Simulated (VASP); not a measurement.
Runs of VASP 6.6.1 on CoSi2 (MoSi2 type). The structure is that of space group I4/mmm (No. 139), or close to it. The cells are those of the table. 

| task | cell | cutoff (eV) | smearing | gap on the mesh (eV) | pressure (GPa) | largest force (eV/Å) |
| --- | --- | --- | --- | --- | --- | --- |
| single point | a = 3.712 Å, angles 138.3, 138.3, 60.4°, 3 atoms | 520 | fermi-dirac 0.05 eV | none | 230.6 | 0.03 |
| single point | a = 3.841 Å, angles 137.0, 137.0, 62.4°, 3 atoms | 520 | fermi-dirac 0.05 eV | none | 116.0 | - |
| single point | a = 4.045 Å, angles 135.8, 135.8, 64.3°, 3 atoms | 520 | fermi-dirac 0.05 eV | none | (a) | - |
| relaxation of shape and atoms at fixed volume | relaxed from a = 3.886 Å, angles 135.0, 135.0, 65.5°, 3 atoms | 600 | fermi-dirac 0.05 eV | none | 62.7 | - |
| relaxation of cell and atoms | relaxed from a = 4.179 Å, angles 138.6, 138.6, 60.0°, 3 atoms | 600 | fermi-dirac 0.05 eV | none | 0.0 | - |
| relaxation of shape and atoms at fixed volume | relaxed from a = 3.752 Å, angles 135.0, 135.0, 65.5°, 3 atoms | 600 | fermi-dirac 0.05 eV | none | 115.8 | - |
| single point | a = 4.186 Å, angles 135.0, 135.0, 65.5°, 3 atoms | 520 | fermi-dirac 0.05 eV | none | 0.0 | - |
| single point | a = 3.944 Å, angles 136.3, 136.3, 63.5°, 3 atoms | 520 | fermi-dirac 0.05 eV | none | 62.7 | - |
| single point | a = 4.117 Å, angles 135.4, 135.4, 64.9°, 3 atoms | 520 | fermi-dirac 0.05 eV | none | 12.0 | - |
| single point | a = 3.841 Å, angles 137.0, 137.0, 62.4°, 3 atoms | 520 | tetrahedron | none | (b) | 0.04 |

Alike in all rows: level PBE; potentials or basis VASP PAW PBE potentials, release 64 (Co, Si); no spin polarisation; k mesh 14 × 14 × 14.

Question: Fill in the values left out.

Answer: (a) 29.0; (b) 116.1.

A gap of «none» marks levels without a gap at the run's occupations.
